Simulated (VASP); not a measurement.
# AgPt3 (Pm-3m) in VASP: a series of runs

AgPt3 is run at these levels: LDA; tasks: single point.

Program: VASP 6.6.1. These are calculated values, not measurements. Logs are shortened: lines on timing, memory, paths and dates and some standing lists are left out, and cuts for length are marked.

## 1. The cell of the first run

The structure is cubic, space group Pm-3m (No. 221). Conventional cell: a = 3.976 Å, b = 3.976 Å, c = 3.976 Å, α = 90.00°, β = 90.00°, γ = 90.00°. Ag (site symmetry m-3m) has 12 Pt at 2.81 Å within 3.7 Å. Within 3.7 Å of Pt (site symmetry 4/mmm) lie 4 Ag at 2.81 Å and 8 Pt at 2.81 Å.

## 2. Single point, LDA (volume scaled by 1.06)

Input file INCAR:

```
ALGO = Normal
EDIFF = 1E-6
ENCUT = 520
GGA = CA
ISIF = 2
ISMEAR = -1
LASPH = True
LCHARG = True
LELF = True
LREAL = False
LVHAR = True
LWAVE = False
NBANDS = 28
NELM = 100
PREC = Accurate
SIGMA = 0.08
```

Input file KPOINTS:

```
k-points
0
Gamma
  9 9 9
```

Input file POSCAR:

```
AgPt3
1.0
    3.9764900074      0.0000000000      0.0000000000
    0.0000000000      3.9764900074      0.0000000000
    0.0000000000      0.0000000000      3.9764900074
Ag Pt
1 3
Direct
    0.0000000000      0.0000000000      0.0000000000
    0.0000000000      0.5000000000      0.5000000000
    0.5000000000      0.0000000000      0.5000000000
    0.5000000000      0.5000000000      0.0000000000
```

Potentials or basis: VASP PAW LDA potentials, release 64 (Ag, Pt).

The run is started by

```
> cat potpaw_LDA.64/Ag/POTCAR potpaw_LDA.64/Pt/POTCAR > POTCAR
> mpirun -np 1 vasp_std > vasp.out
```

OUTCAR:

```text
EDIFF = 1E-6
   ENCUT = 520
   GGA = CA
   ISIF = 2
   ISMEAR = -1
   LASPH = True
   LREAL = False
   NELM = 100
   PREC = Accurate

 ion  position               nearest neighbor table
   1  0.000  0.000  0.000-   2 2.81   3 2.81   4 2.81   2 2.81   3 2.81   2 2.81   4 2.81   2 2.81
                             3 2.81   4 2.81   3 2.81   4 2.81
   2  0.000  0.500  0.500-   1 2.81   3 2.81   4 2.81   1 2.81   4 2.81   1 2.81   3 2.81   1 2.81
                             3 2.81   4 2.81   4 2.81   3 2.81
   3  0.500  0.000  0.500-   1 2.81   2 2.81   4 2.81   1 2.81   4 2.81   2 2.81   4 2.81   4 2.81
                             1 2.81   2 2.81   1 2.81   2 2.81
   4  0.500  0.500  0.000-   1 2.81   2 2.81   3 2.81   2 2.81   3 2.81   1 2.81   3 2.81   3 2.81
                             1 2.81   2 2.81   2 2.81   1 2.81

  LATTYP: Found a simple cubic cell.
 ALAT       =     3.9764900074

  Lattice vectors:

 A1 = (   3.9764900074,   0.0000000000,   0.0000000000)
 A2 = (   0.0000000000,   3.9764900074,   0.0000000000)
 A3 = (   0.0000000000,   0.0000000000,   3.9764900074)

Analysis of symmetry for initial positions (statically):
=====================================================================
 Subroutine PRICEL returns:
 Original cell was already a primitive cell.

 Routine SETGRP: Setting up the symmetry group for a
 simple cubic supercell.

 Subroutine GETGRP returns: Found 48 space group operations
 (whereof 48 operations were pure point group operations)
 out of a pool of 48 trial point group operations.

The static configuration has the point symmetry O_h .

Analysis of symmetry for dynamics (positions and initial velocities):
=====================================================================
 Subroutine PRICEL returns:
 Original cell was already a primitive cell.

 Routine SETGRP: Setting up the symmetry group for a
 simple cubic supercell.

 Subroutine GETGRP returns: Found 48 space group operations
 (whereof 48 operations were pure point group operations)
 out of a pool of 48 trial point group operations.

The dynamic configuration has the point symmetry O_h .

 Subroutine INISYM returns: Found 48 space group operations
 (whereof 48 operations are pure point group operations),
 and found     1 'primitive' translations

[... 88 lines left out ...]
 SYSTEM =  unknown system
   PREC   = accura    normal or accurate (medium, high low for compatibility)
   ISTART =      0    job   : 0-new  1-cont  2-samecut
   ICHARG =      2    charge: 1-file 2-atom 10-const
   ISPIN  =      1    spin polarized calculation?
   LNONCOLLINEAR =      F non collinear calculations
   LSORBIT =      F    spin-orbit coupling
   LASPH  =      T    aspherical Exc in radial PAW
   ENCUT  =  520.0 eV  38.22 Ry    6.18 a.u.   7.39  7.39  7.39*2*pi/ulx,y,z
   NELM   =    100;   NELMIN=  2; NELMDL= -5     # of ELM steps
   EDIFF  = 0.1E-05   stopping-criterion for ELM
   LREAL  =      F    real-space projection
   EDIFFG = 0.1E-04   stopping-criterion for IOM
   NSW    =      0    number of steps for IOM
   IBRION =     -1    ionic relax: 0-MD 1-quasi-New 2-CG
   NFREE  =      0    steps in history (QN), initial steepest desc. (CG)
   ISIF   =      2    stress and relaxation
   ISYM   =      2    0-nonsym 1-usesym 2-fastsym
   POTIM  = 0.5000    time-step for ionic-motion
   TEBEG  =    0.0;   TEEND  =   0.0 temperature during run
   PSTRESS=    0.0 pullay stress
   NELECT =      41.0000    total number of electrons
   NUPDOWN=      -1.0000    fix difference up-down
   EMIN   =  10.00;   EMAX   =-10.00  energy-range for DOS
   EFERMI =   0.00;   METHOD = LEGACY
   ISMEAR =    -1;   SIGMA  =   0.08  broadening in eV -4-tet -1-fermi 0-gaus
   EFERMI_NEDOS =   21; number of points for ismear=-14 and -15
   IALGO  =     38    algorithm
   IMIX   =      4    mixing-type and parameters
     AMIX     =   0.40;   BMIX     =  1.00
     AMIX_MAG =   1.60;   BMIX_MAG =  1.00
  volume/ion in A,a.u.               =      15.72       106.08
  Fermi-wavevector in a.u.,A,eV,Ry     =   1.419612  2.682677 27.419784  2.015297
  Thomas-Fermi vector in A             =   2.540614
   LORBIT       =      0    0 simple, 1 ext, 2 COOP (PROOUT), +10 PAW based schemes
   GGA     = CA    functional components
   LHFCALC =     F    Hartree Fock is set to
   AEXX    =    0.0000 exact exchange contribution
   IVDW    =     0    specifies the selected vdW correction
   LEPSILON=     F    determine dielectric tensor
   LRPA    =     F    only Hartree local field effects (RPA)
 non-spin polarized calculation
  energy-cutoff  :      520.00
  volume of cell :       62.88
 maximum number of plane-waves:      1743
 NGX is ok and might be reduce to    30
   NGX = 15   NGY = 15   NGZ = 15

 number of electron      41.0000007 magnetization

 Free energy of the ion-electron system (eV)
  ---------------------------------------------------
  ext. energy  EPLUGINS =         0.00000000
  ---------------------------------------------------
  free energy    TOTEN  =       -26.15316899 eV

  energy without entropy =      -26.07670677  energy(sigma->0) =      -26.11493788

 E-fermi :   9.7971     XC(G=0): -13.3525

 val. band max:        9.7529892593   @ k =   0.4444   0.3333   0.2222
 cond. band min:       9.7998657721   @ k =   0.4444   0.2222   0.1111
 fundamental gap:      0.0468765128
 Fermi energy:         9.7971441900

 k-point     1 :       0.0000    0.0000    0.0000
  band No.  band energies     occupation
      1       0.5975      2.00000
      2       3.3111      2.00000
      3       3.3111      2.00000
      4       3.5159      2.00000
      5       3.7060      2.00000
      6       3.7060      2.00000
[... 733 lines left out ...]
     27      20.2591      0.00000
     28      21.3728      0.00000

 [... further k-points ...]
[... 5 lines left out ...]
  --------------------------------------------------------------------------------------
  -------------------------------------------------------------------------------------
  Total       -4.2507428     -4.2507428     -4.2507428      0.0000000      0.0000000     -0.0000000
  in kB     -108.3117883   -108.3117883   -108.3117883      0.0000000      0.0000000     -0.0000000
  external PRESSURE =    -108.3117883 kB  Pullay stress =       0.0000000 kB

 VOLUME and BASIS-vectors are now :
 -----------------------------------------------------------------------------
  energy-cutoff  :      520.00
  volume of cell :       62.88
      direct lattice vectors                 reciprocal lattice vectors
     3.976490007  0.000000000  0.000000000     0.251478062  0.000000000  0.000000000
     0.000000000  3.976490007  0.000000000     0.000000000  0.251478062  0.000000000
     0.000000000  0.000000000  3.976490007     0.000000000  0.000000000  0.251478062

 POSITION                                       TOTAL-FORCE (eV/Angst)
 -----------------------------------------------------------------------------------
      0.00000      0.00000      0.00000         0.000000      0.000000      0.000000
      0.00000      1.98825      1.98825         0.000000      0.000000      0.000000
      1.98825      0.00000      1.98825         0.000000      0.000000      0.000000
      1.98825      1.98825      0.00000         0.000000      0.000000      0.000000
 -----------------------------------------------------------------------------------
    total drift:                                0.000000      0.000000     -0.000000

  FREE ENERGIE OF THE ION-ELECTRON SYSTEM (eV)
  ---------------------------------------------------
  free  energy   TOTEN  =       -26.1531689949 eV

  energy  without entropy=      -26.0767067738  energy(sigma->0) =      -26.11493788
```

OSZICAR:

```text
N       E                     dE             d eps       ncg     rms          rms(c)
DAV:   1     0.261605954202E+03    0.26161E+03   -0.20556E+04  1960   0.140E+03
DAV:   2    -0.191752760498E+02   -0.28078E+03   -0.26972E+03  2140   0.324E+02
DAV:   3    -0.276782939562E+02   -0.85030E+01   -0.83228E+01  2168   0.558E+01
DAV:   4    -0.277560618199E+02   -0.77768E-01   -0.77695E-01  2100   0.525E+00
DAV:   5    -0.277567341138E+02   -0.67229E-03   -0.67228E-03  2088   0.561E-01    0.206E+01
DAV:   6    -0.262814574819E+02    0.14753E+01   -0.33962E+00  2040   0.160E+01    0.112E+01
DAV:   7    -0.261792786694E+02    0.10218E+00   -0.41744E-01  2096   0.575E+00    0.443E+00
DAV:   8    -0.261587228331E+02    0.20556E-01   -0.84521E-02  2044   0.474E+00    0.193E+00
DAV:   9    -0.261532745102E+02    0.54483E-02   -0.16403E-02  2044   0.167E+00    0.150E-01
DAV:  10    -0.261531819771E+02    0.92533E-04   -0.97685E-04  2072   0.405E-01    0.923E-02
DAV:  11    -0.261531691245E+02    0.12853E-04   -0.16757E-04  2040   0.172E-01    0.137E-02
DAV:  12    -0.261531693043E+02   -0.17980E-06   -0.11822E-05  2120   0.258E-02    0.780E-03
DAV:  13    -0.261531689949E+02    0.30936E-06   -0.10915E-06  1076   0.829E-03
   1 F= -.26153169E+02 E0= -.26114938E+02  d E =-.764622E-01
```

stdout:

```text
POSCAR found type information on POSCAR AgPt
 POSCAR found :  2 types and       4 ions
 scaLAPACK will be used
 LDA part: xc-table for (Slater(with rela. corr.)+CA(PZ))
 , standard interpolation
 POSCAR, INCAR and KPOINTS ok, starting setup
 FFT: planning ... GRIDC
 FFT: planning ... GRID_SOFT
 FFT: planning ... GRID
 WAVECAR not read
 entering main loop
```

Run time: 38 s. Hardware: 1 thread of Intel Xeon Platinum 8124M at 3.00GHz (Skylake/Cascade Lake), shared host; peak memory 0.19 GiB.

Results:

* Free energy: -26.1532 eV
* Pressure: -10.8 GPa

Levels at points of the mesh, in eV from the Fermi level:
```
           k point  band 16  band 17  band 18  band 19  band 20  band 21  band 22  band 23  band 24  band 25
(0.00, 0.00, 0.00)    -0.40    -0.40     0.29     0.68     0.68     0.68     2.04     2.04     2.04     8.14
```

Caveat: spin-orbit coupling is left out, which moves the levels of the heavy elements.

## 3. Single point, LDA (volume scaled by 0.94)

Input file INCAR:

```
SYSTEM = AgPt3
PREC = Accurate ; ENCUT = 520
EDIFF = 1E-6 ; ISMEAR = -1
SIGMA = 0.08 ; LREAL = .FALSE.
LASPH = .TRUE. ; NELM = 100
ALGO = Normal ; ISIF = 2
LWAVE = .FALSE. ; LCHARG = .FALSE.
NBANDS = 28
```

Input file KPOINTS:

```
Automatic mesh
0
G
  9 9 9
  0 0 0
```

Input file POSCAR:

```
AgPt3
1.0
    3.8203858240      0.0000000000      0.0000000000
    0.0000000000      3.8203858240      0.0000000000
    0.0000000000      0.0000000000      3.8203858240
Ag Pt
1 3
Direct
    0.0000000000      0.0000000000      0.0000000000
    0.0000000000      0.5000000000      0.5000000000
    0.5000000000      0.0000000000      0.5000000000
    0.5000000000      0.5000000000      0.0000000000
```

Potentials or basis: VASP PAW LDA potentials, release 64 (Ag, Pt).

The run is started by

```
> cat potpaw_LDA.64/Ag/POTCAR potpaw_LDA.64/Pt/POTCAR > POTCAR
> mpirun -np 1 vasp_std > vasp.out
```

Run time: 16 s. Hardware: 1 thread of Intel Xeon 6975P-C (Granite Rapids), shared host; peak memory 0.17 GiB.

Results (log left out):

```
Free energy : -25.9710 eV
Pressure    : 23.0 GPa
```

Levels at points of the mesh, in eV from the Fermi level:
```
           k point  band 17  band 18  band 19  band 20  band 21  band 22  band 23  band 24
(0.00, 0.00, 0.00)    -0.44     0.38     0.87     0.87     0.87     1.85     1.85     1.85
```

Caveat: spin-orbit coupling is left out, which moves the levels of the heavy elements.

## 4. Single point, LDA (volume scaled by 0.98)

Input file INCAR:

```
SYSTEM = AgPt3
PREC = Accurate
ENCUT = 520
EDIFF = 1E-6
ISMEAR = -1
SIGMA = 0.08
LREAL = .FALSE.
LASPH = .TRUE.
NELM = 60
ALGO = Normal
ISIF = 2
LWAVE = .FALSE.
LCHARG = .FALSE.
GGA = CA
NBANDS = 28
```

Input file KPOINTS:

```
regular mesh
0
G
  9 9 9
  0 0 0
```

Input file POSCAR:

```
AgPt3
1.0
    3.8738247147      0.0000000000      0.0000000000
    0.0000000000      3.8738247147      0.0000000000
    0.0000000000      0.0000000000      3.8738247147
Ag Pt
1 3
Direct
    0.0000000000      0.0000000000      0.0000000000
    0.0000000000      0.5000000000      0.5000000000
    0.5000000000      0.0000000000      0.5000000000
    0.5000000000      0.5000000000      0.0000000000
```

The run is started by

```
> cat potpaw_LDA.64/Ag/POTCAR potpaw_LDA.64/Pt/POTCAR > POTCAR
> mpirun -np 1 vasp_std > vasp.out
```

Run time: 20 s. Hardware: 1 thread of Intel Xeon 6975P-C (Granite Rapids), shared host; peak memory 0.18 GiB.

Results (log left out):

```yaml
Free_energy: -26.2043 eV
Pressure: 8.7 GPa
```

Levels at points of the mesh, in eV from the Fermi level:
| k point | band 16 | band 17 | band 18 | band 19 | band 20 | band 21 | band 22 | band 23 | band 24 | band 25 |
| --- | --- | --- | --- | --- | --- | --- | --- | --- | --- | --- |
| (0.00, 0.00, 0.00) | -0.42 | -0.42 | 0.35 | 0.80 | 0.80 | 0.80 | 1.91 | 1.91 | 1.91 | 8.97 |

Caveat: spin-orbit coupling is left out, which moves the levels of the heavy elements.

## 5. Overview

```csv
cell,gap on the mesh (eV),pressure (GPa)
"a = 3.976 Å, 4 atoms",none,-10.8
"a = 3.820 Å, 4 atoms",none,23.0
"a = 3.874 Å, 4 atoms",none,8.7
```

Alike in all rows: task single point; level LDA; potentials or basis VASP PAW LDA potentials, release 64 (Ag, Pt); no spin polarisation; k mesh 9 × 9 × 9; cutoff (eV) 520; smearing fermi-dirac 0.08 eV.

Caveats: spin-orbit coupling is left out, which moves the levels of the heavy elements.

Absolute energies hang on the potentials; compare differences alone.
